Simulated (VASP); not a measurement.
Wanted: the native input for a VASP 6.6.1 run.

```
Task                   : single point
Functional             : PBE
Potentials or basis    : VASP PAW PBE potentials, release 64 (Cd)
Cutoff                 : 520 eV
k mesh                 : 18 × 18 × 4
Occupations            : gaussian, width 0.1 eV
Spin                   : no spin polarisation
Dipole correction      : no
Further INCAR settings : ALGO = Fast; EDIFF = 1e-07; NBANDS = 32
```

The structure of Cd lies in POSCAR:

```
Cd
1.0
    3.0326979006      0.0000000001      0.0000000000
   -1.5163489503      2.6263934239      0.0000000000
    0.0000000000      0.0000000000     11.5510093948
Cd
4
Direct
    0.0000000000      0.0000000000      0.0000000000
    0.3333333333      0.6666666667      0.2500000000
    0.0000000000      0.0000000000      0.5000000000
    0.6666666667      0.3333333333      0.7500000000
```

One way to write it, as run:

INCAR

```
ALGO = Fast ; EDIFF = 1E-7
ENCUT = 520 ; GGA = PE
ISIF = 2 ; ISMEAR = 0
LASPH = T ; LCHARG = F
LREAL = F ; LWAVE = F
NBANDS = 32 ; NELM = 60
PREC = Accurate ; SIGMA = 0.1
```

KPOINTS

```
k-points
0
Gamma
  18 18 4
```

Potentials or basis: VASP PAW PBE potentials, release 64 (Cd).

Run with:

```bash
$ cat potpaw_PBE.64/Cd/POTCAR > POTCAR
$ mpirun -np 1 vasp_std > vasp.out
```

It gave:

```
Pressure               : 0.2 GPa
Band gap on the k mesh : zero (band 24 reaches 4.12 eV, above the bottom of band 25 at -0.25 eV)
```

It took 120 s on 1 thread of Intel(R) Xeon(R) 6975P-C (Granite Rapids) (shared host), peak memory 0.38 GiB.
